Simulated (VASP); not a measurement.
**MgV3: single point with PBE**

The system is MgV3.

```xyz
4
Lattice="3.9031 0.0000 0.0000 0.0000 3.9031 0.0000 0.0000 0.0000 3.9031" Properties=species:S:1:pos:R:3 pbc="T T T"
V     0.0000    1.9515    1.9515
V     1.9515    0.0000    1.9515
V     1.9515    1.9515    0.0000
Mg    0.0000    0.0000    0.0000
```

| Property | Result |
| --- | --- |
| Program | VASP 6.6.1 |
| Task | single point |
| Functional | PBE |
| Potentials or basis | VASP PAW PBE potentials, release 64 (V_sv, Mg) |
| Cutoff | 520 eV |
| k mesh | 12 × 12 × 12 |
| Occupations | gaussian, width 0.1 eV |
| Spin | collinear spin, ferromagnetic start |
| Starting moments | [0.5, 0.5, 0.5, 0.0] μB |

The pressure is 0.2 GPa and the net moment is 1.15 μB per cell. The site moments are V +0.33; Mg -0.00 μB. The valence electrons inside the program's atomic spheres are V 11.50; Mg 0.51.

Levels at points of the mesh, in eV from the Fermi level:
Spin up:
```tsv
k point	band 17	band 18	band 19	band 20	band 21	band 22	band 23	band 24	band 25	band 26
(0.00, 0.00, 0.00)	-1.81	-1.81	-1.81	1.01	1.01	1.01	2.16	2.16	2.36	2.36
(0.50, 0.00, 0.00)	-1.24	-1.24	-0.89	-0.20	-0.20	0.38	0.41	1.01	1.21	1.21
(0.50, 0.50, 0.00)	-1.28	-1.02	-0.77	-0.77	-0.05	-0.05	0.84	0.97	0.97	1.01
(0.50, 0.50, 0.50)	-0.12	-0.12	-0.12	-0.09	-0.09	-0.09	0.66	1.02	1.02	1.02
```
Spin down:
| k point | band 18 | band 19 | band 20 | band 21 | band 22 | band 23 |
| --- | --- | --- | --- | --- | --- | --- |
| (0.00, 0.00, 0.00) | -1.49 | -1.49 | 1.23 | 1.23 | 1.23 | 2.35 |
| (0.50, 0.00, 0.00) | -0.99 | -0.63 | 0.14 | 0.14 | 0.55 | 0.70 |
| (0.50, 0.50, 0.00) | -0.67 | -0.47 | -0.47 | 0.30 | 0.30 | 1.17 |
| (0.50, 0.50, 0.50) | -0.03 | -0.03 | 0.27 | 0.27 | 0.27 | 0.83 |

It took 2.5 min on 1 thread of Intel(R) Xeon(R) 6975P-C (Granite Rapids) (shared host), peak memory 0.34 GiB.
